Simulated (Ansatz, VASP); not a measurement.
Mo in VASP and in Ansatz

```
CELL_PARAMETERS angstrom
2.75806 0.00000 0.00000
-1.37903 2.38855 0.00000
0.00000 0.00000 4.89188
ATOMIC_POSITIONS crystal
Mo 0.33333 0.66667 0.25000
Mo 0.66667 0.33333 0.75000
```

Alike in both runs: functional PBE; k mesh 15 × 15 × 8; occupations fermi-dirac, width 0.08 eV; no spin polarisation.

Ansatz relaxed the structure, and its values are those at the end. VASP's run is a single point on that final structure, the one shown.

|  | VASP | Ansatz |
| --- | --- | --- |
| version | VASP 6.6.1 | Ansatz 0.2.0 |
| potentials or method | VASP PAW PBE potentials, release 64 (Mo_sv) | PAW with Ansatz's default frozen-core files, scalar-relativistic |
| plane-wave cutoff (eV) | 520 | 420 |
| valence electrons in the cell | 28 | 28 |

```csv
,VASP,Ansatz,Ansatz less VASP
pressure (GPa),0.5,0.0,-0.45
```
